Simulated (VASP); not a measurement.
Runs of VASP 6.6.1 on Se. The structure is that of space group Pm-3m (No. 221), or close to it. The cells are those of the table. 

| task | level | potentials or basis | cell | cutoff (eV) | gap on the mesh (eV) | pressure (GPa) | relaxed volume (Å³/atom) |
| --- | --- | --- | --- | --- | --- | --- | --- |
| relaxation of cell and atoms | PBEsol+D3(BJ) | VASP PAW PBE potentials, release 64 (Se) | relaxed from a = 2.811 Å, 1 atom | 600 | none | 0.0 | 21.03 |
| single point | PBEsol | VASP PAW PBE potentials, release 64 (Se) | a = 2.787 Å, 1 atom | 520 | none | 0.1 | - |
| single point | LDA | VASP PAW LDA potentials, release 64 (Se) | a = 2.770 Å, 1 atom | 520 | none | (a) | - |
| single point | PBEsol+D3(BJ) | VASP PAW PBE potentials, release 64 (Se) | a = 2.759 Å, 1 atom | 520 | none | 0.1 | - |
| relaxation of cell and atoms | LDA | VASP PAW LDA potentials, release 64 (Se) | relaxed from a = 2.811 Å, 1 atom | 600 | none | 0.0 | 21.32 |
| relaxation of cell and atoms | PBEsol | VASP PAW PBE potentials, release 64 (Se) | relaxed from a = 2.811 Å, 1 atom | 600 | none | 0.0 | 21.69 |

Alike in all rows: no spin polarisation; k mesh 12 × 12 × 12; smearing methfessel-paxton 0.1 eV.

Problem. Estimate the missing entries.

Solution. (a) 0.2.

Caveats: the PAW data sets were made with another functional, which shifts forces and pressure a little (some runs); pairwise dispersion overbinds metals, which lowers pressure and volume (some runs).

A k mesh can miss the band edges, and the runs leave out spin-orbit coupling on Se.

A gap of «none» marks levels without a gap at the run's occupations.
